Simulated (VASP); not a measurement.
Set up this calculation in VASP 6.6.1, as the native input.

* Task: single point
* Functional: PBEsol
* Potentials or basis: VASP PAW PBE potentials, release 64 (W_sv, C)
* Cutoff: 520 eV
* k mesh: 18 × 18 × 18
* Occupations: gaussian, width 0.15 eV
* Spin: no spin polarisation
* Dipole correction: no
* Further INCAR settings: ALGO = Normal; EDIFF = 1e-06; NBANDS = 16

The structure of WC lies in POSCAR:

```
WC
1.0
    0.0000000000      2.1049766400      2.2803913600
    2.1049766400      0.0000000000      2.2803913600
    2.1049766400      2.1049766400      0.0000000000
W C
1 1
Direct
    0.0000000000      0.0000000000      0.0000000000
    0.5000000000      0.5000000000      0.5000000000
```

This cell differs from its parent crystal: strain -0.040 along x and y, +0.040 along z.

The input as run:

INCAR

```
PREC     = Accurate       # precision mode
ENCUT    = 520            # plane-wave cutoff, eV
EDIFF    = 1E-6           # SCF threshold, eV
ISMEAR   = 0              # smearing method
SIGMA    = 0.15           # smearing width, eV
LREAL    = F              # projectors in reciprocal space
LASPH    = T              # aspherical terms in the spheres
NELM     = 80             # most SCF steps
ALGO     = Normal         # electronic algorithm
ISIF     = 2              # what is computed and relaxed
LWAVE    = F              # write WAVECAR
LCHARG   = F              # write CHGCAR
GGA      = PS             # functional
NBANDS   = 16             # bands
```

KPOINTS

```
regular mesh
0
Gamma
  18 18 18
```

Potentials or basis: VASP PAW PBE potentials, release 64 (W_sv, C).

Launch:

```console
$ cat potpaw_PBE.64/W_sv/POTCAR potpaw_PBE.64/C/POTCAR > POTCAR
$ mpirun -np 1 vasp_std > vasp.out
```

It gave:

* Pressure: 12.7 GPa
* Band gap on the k mesh: zero (band 9 reaches 13.85 eV, above the bottom of band 10 at 10.86 eV)

Caveat: the cell differs from its parent crystal (strain -0.040 along x and y, +0.040 along z); the PAW data sets were made with another functional, which shifts forces and pressure a little; spin-orbit coupling is left out, which moves the levels of the heavy elements.

Run time: 71 s on 1 thread of Intel Xeon 6975P-C, on a shared host, peak memory 0.27 GiB.
